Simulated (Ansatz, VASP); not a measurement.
**Two plane-wave programs on SiC**

Contents of INCAR:

```
ALGO = Normal
EDIFF = 1E-7
ENCUT = 520
GGA = PE
ISIF = 2
ISMEAR = 0
LASPH = T
LCHARG = F
LREAL = F
LWAVE = F
NBANDS = 11
NELM = 60
PREC = Accurate
SIGMA = 0.05
```

KPOINTS

```
k-points
0
Gamma
  10 10 10
```

File POSCAR:

```
SiC
1.0
    0.0000000000      2.2924592254      2.2924592254
    2.1898640927      0.1025951327      2.1898640927
    2.1898640927      2.1898640927      0.1025951327
Si C
1 1
Direct
    0.0000000000      0.0000000000      0.0000000000
    0.7500000000      0.7500000000      0.7500000000
```

Input for Ansatz:

```yaml
crystal:
  lattice:
    - [0.0, 2.2924592254, 2.2924592254]
    - [2.1898640927, 0.1025951327, 2.1898640927]
    - [2.1898640927, 2.1898640927, 0.1025951327]
  atoms:
    - { symbol: Si, position: [0.0, 0.0, 0.0] }
    - { symbol: C, position: [0.75, 0.75, 0.75] }
basis:
  ecutwfc: 420
kpoints:
  mp_grid: { grid: [10, 10, 10] }
hamiltonian:
  xc: pbe
scf:
  occupations: { method: gaussian, width: 0.05 }
output:
  forces: true
  stress: true
  eigenvalues: true
```

Change from the starting cell: strain +0.0937 x Voigt [0, 0, 0, 1, 0, 0], atoms carried along.

Alike in both runs: task single point; functional PBE; k mesh 10 × 10 × 10; occupations gaussian, width 0.05 eV; no spin polarisation.

|  | VASP | Ansatz |
| --- | --- | --- |
| version | VASP 6.6.1 | Ansatz 0.2.0 |
| potentials or method | VASP PAW PBE potentials, release 64 (Si, C), cutoff 520 eV | scalar-relativistic, plane waves, PAW |
| valence electrons in the cell | 8 | 8 |

VASP gave:

| Quantity | Value |
| --- | --- |
| gap on the k mesh at the Fermi level (eV) | 0.78 |
| least direct gap on the mesh (eV) | 3.48 |
| pressure (GPa) | 2.4 |
| traceless stress, the component that is largest in VASP (GPa) | -24.98 |
| rms of the force components (eV/Å) | 0.422 |

Q: What did Ansatz give for the same quantities?

A: gap on the k mesh at the Fermi level (eV): 0.79; least direct gap on the mesh (eV): 3.48; pressure (GPa): 2.5; traceless stress, the component that is largest in VASP (GPa): -24.88; rms of the force components (eV/Å): 0.423.

Atom by atom the forces differ by 0.001 eV/Å (rms over components). With one functional, cell and mesh, what is left measures potentials, basis and numerics.
